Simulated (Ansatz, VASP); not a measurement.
# Two plane-wave programs on PbS

```xyz
2
Lattice="2.0627 1.1909 3.1748 -2.0627 1.1909 3.1748 0.0000 -2.3818 3.1748" Properties=species:S:1:pos:R:3 pbc="T T T"
Pb    0.0000    0.0000    9.3163
S     0.0000    0.0000    4.5474
```

Alike in both runs: task single point; functional r2SCAN; k mesh 9 × 9 × 9; occupations gaussian, width 0.05 eV; no spin polarisation.

|  | VASP | Ansatz |
| --- | --- | --- |
| version | VASP 6.6.1 | Ansatz 0.2.0 |
| potentials or method | VASP PAW PBE potentials, release 64 (Pb_d, S), cutoff 520 eV | scalar-relativistic, plane waves, PAW |
| valence electrons in the cell | 20 | 20 |

Ansatz gave:

```
pressure (GPa)                                                : 9.8
traceless stress, the component that is largest in VASP (GPa) : 1.18
rms of the force components (eV/Å)                            : 0.007
```

Task: Which values does VASP return?

Result: Pressure (GPa): 9.8; traceless stress, the component that is largest in VASP (GPa): 1.19; rms of the force components (eV/Å): 0.007.

VASP's potentials were made for PBE, not for r2SCAN. Atom by atom the forces differ by 0.000 eV/Å (rms over components).

Spin-orbit coupling is off throughout.
